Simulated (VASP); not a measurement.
Crystal: Hf2TaN2.

```
Hf Ta N
1.0
     3.51221    0.00000    0.00000
    -1.75610    3.04166    0.00000
     0.00000    0.00000    6.25370
Hf Ta N
2 1 2
Direct
  0.66667 0.33333 0.70811
  0.33333 0.66667 0.29189
  0.00000 0.00000 0.00000
  0.66667 0.33333 0.37472
  0.33333 0.66667 0.62528
```

| Item | Value |
| --- | --- |
| Program | VASP 6.6.1 |
| Task | relaxation of cell and atoms |
| Functional | PBE |
| Potentials or basis | VASP PAW PBE potentials, release 64 (Hf_pv, Ta_pv, N) |
| Cutoff | 600 eV |
| k mesh | 6 × 6 × 4 |
| Occupations | gaussian, width 0.1 eV |
| Spin | no spin polarisation |

At the start: pressure 34.0 GPa; volume 13.36 Å³/atom.

Question: How do energy, volume and symmetry change on relaxing?

Answer: Over 22 steps the energy falls by 633.4 meV/atom and the volume is 16.57 Å³/atom (+24.0 %); space group P-3m1 (No. 164, to 0.05 Å).

The path:
| step | energy change (eV) | largest force (eV/Å) | pressure (GPa) | volume (Å³) |
| --- | --- | --- | --- | --- |
| 1 | 0.0000 | 2.5605 | 34.04 | 66.81 |
| 2 | -0.5987 | 1.4796 | -23.51 | 97.89 |
| 3 | -1.8185 | 2.0525 | -6.80 | 81.94 |
| 4 | -1.8217 | 2.0722 | -5.77 | 81.32 |
| 5 | -2.3555 | 0.6835 | 2.46 | 79.10 |
| 6 | -2.3657 | 0.8564 | 4.14 | 78.76 |
| 7 | -2.5588 | 1.2499 | -0.62 | 82.33 |
| 8 | -2.6090 | 1.5490 | -6.68 | 88.11 |
| 9 | -2.6403 | 1.4623 | -4.43 | 85.71 |
| 10 | -2.7365 | 1.5170 | -3.87 | 86.15 |
| 11 | -2.8171 | 1.5543 | -2.83 | 86.71 |
| 12 | -2.8258 | 1.5517 | -2.32 | 86.92 |
| 13 | -2.9648 | 1.2135 | -1.76 | 86.11 |
| 14 | -3.1444 | 0.3206 | -0.60 | 84.01 |
| 15 | -3.1455 | 0.2463 | -0.51 | 83.81 |
| 16 | -3.1559 | 0.2052 | -0.39 | 83.56 |
| 17 | -3.1641 | 0.1162 | -0.12 | 83.05 |
| 18 | -3.1641 | 0.1192 | -0.12 | 83.07 |
| 19 | -3.1655 | 0.0950 | 0.06 | 82.93 |
| 20 | -3.1666 | 0.0516 | 0.44 | 82.66 |
| 21 | -3.1666 | 0.0578 | -0.46 | 83.00 |
| 22 | -3.1670 | 0.0082 | -0.01 | 82.83 |

Final structure:
```
Hf Ta N
1.0
     3.40483    0.00000    0.00000
    -1.70242    2.94867    0.00000
     0.00000    0.00000    8.25025
Hf Ta N
2 1 2
Direct
  0.66667 0.33333 0.67432
  0.33333 0.66667 0.32568
  0.00000 0.00000 0.00000
  0.66667 0.33333 0.38832
  0.33333 0.66667 0.61168
```

Caveat: the volume moved by over 15 % at a fixed basis, so the end points are rough.
